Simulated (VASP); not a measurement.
The system is Ta.

```
Ta
1.0
     0.00000    2.86000    2.86000
     2.86000    0.00000    2.86000
     2.86000    2.86000    0.00000
Ta
2
Cartesian
  5.7200 5.7200 5.7200
  1.4300 1.4300 1.4300
```

This isn't the form of Ta at room conditions, which is bcc.

* Program: VASP 6.6.1
* Task: relaxation of cell and atoms
* Functional: PBE
* Potentials or basis: VASP PAW PBE potentials, release 64 (Ta_pv)
* Cutoff: 500 eV
* k mesh: 8 × 8 × 8
* Occupations: gaussian, width 0.05 eV
* Spin: no spin polarisation

At the start: pressure 19.7 GPa; volume 23.39 Å³/atom.

**Question.** Where does the relaxation end?

**Answer.** Over 4 steps the energy falls by 268.9 meV/atom and the volume is 28.50 Å³/atom (+21.8 %); space group Fd-3m (No. 227, to 0.1 Å) before and after.

The path:
| step | energy change (eV) | largest force (eV/Å) | pressure (GPa) | volume (Å³) |
| --- | --- | --- | --- | --- |
| 1 | 0.0000 | 0.0000 | 19.67 | 46.79 |
| 2 | -0.1055 | 0.0000 | -9.93 | 69.06 |
| 3 | -0.5376 | 0.0000 | -0.32 | 57.23 |
| 4 | -0.5379 | 0.0000 | -0.04 | 57.01 |

Final structure:
```
Ta
1.0
     0.00000    3.05473    3.05473
     3.05473    0.00000    3.05473
     3.05473    3.05473    0.00000
Ta
2
Direct
  0.00000 0.00000 0.00000
  0.25000 0.25000 0.25000
```

Caveat: the volume moved by over 15 % at a fixed basis, so the end points are rough.
